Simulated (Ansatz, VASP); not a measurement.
# Mg: VASP beside Ansatz

```
Mg
1.0
    -1.83615    1.83615    1.83615
     1.83615   -1.83615    1.83615
     1.83615    1.83615   -1.83615
Mg
1
Direct
  0.00000 0.00000 0.00000
```

Alike in both runs: task single point; functional PBE; k mesh 14 × 14 × 14; occupations fermi-dirac, width 0.1 eV; no spin polarisation.

```csv
,VASP,Ansatz
version,VASP 6.6.1,Ansatz 0.2.0
potentials or method,"VASP PAW PBE potentials, release 64 (Mg), cutoff 520 eV","plane waves (420 eV) with PAW, scalar-relativistic"
valence electrons in the cell,2,10
```

|  | VASP | Ansatz | Ansatz less VASP |
| --- | --- | --- | --- |
| pressure (GPa) | -2.4 | -2.3 | +0.12 |

VASP's potentials hold 2 valence electrons a cell and Ansatz's 10, so a difference there can come from the potentials and not from the codes.
